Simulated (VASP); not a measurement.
Wanted: the native input for a VASP 6.6.1 run.

- Task: single point
- Functional: RPBE
- Potentials or basis: VASP PAW PBE potentials, release 64 (As)
- Cutoff: 500 eV
- k mesh: 13 × 13 × 13
- Occupations: fermi-dirac, width 0.1 eV
- Spin: no spin polarisation
- Dipole correction: no
- Further INCAR settings: ALGO = Normal; EDIFF = 1e-06; NBANDS = 8

The structure of As lies in POSCAR:

```
As
1.0
   -1.6935044728      1.6935044728      1.6935044728
    1.6935044728     -1.6935044728      1.6935044728
    1.6935044728      1.6935044728     -1.6935044728
As
1
Direct
    0.0000000000      0.0000000000      0.0000000000
```

This isn't the form of As at room conditions, which is rhombohedral.

These files were run (other wordings do the same):

INCAR

```
SYSTEM = As
PREC = Accurate
ENCUT = 500
EDIFF = 1E-6
ISMEAR = -1
SIGMA = 0.1
LREAL = .FALSE.
LASPH = .TRUE.
NELM = 120
ALGO = Normal
ISIF = 2
LWAVE = .FALSE.
LCHARG = .TRUE.
GGA = RP
LELF = .TRUE.
LVHAR = .TRUE.
NBANDS = 8
GGA_COMPAT = .FALSE.
```

KPOINTS

```
Automatic mesh
0
G
  13 13 13
  0 0 0
```

Potentials or basis: VASP PAW PBE potentials, release 64 (As).

Run with:

```console
$ cat potpaw_PBE.64/As/POTCAR > POTCAR
$ mpirun -np 1 vasp_std > vasp.out
```

Results of the run:

| Quantity | Value |
| --- | --- |
| Pressure | 0.0 GPa |
| Band gap on the k mesh | zero (an odd number of electrons rules out a gap without spin polarisation) |

Caveat: the PAW data sets were made with another functional, which shifts forces and pressure a little.

Run time: 3.8 s on 1 thread of Intel(R) Xeon(R) 6975P-C (Granite Rapids) (shared host), peak memory 0.14 GiB.
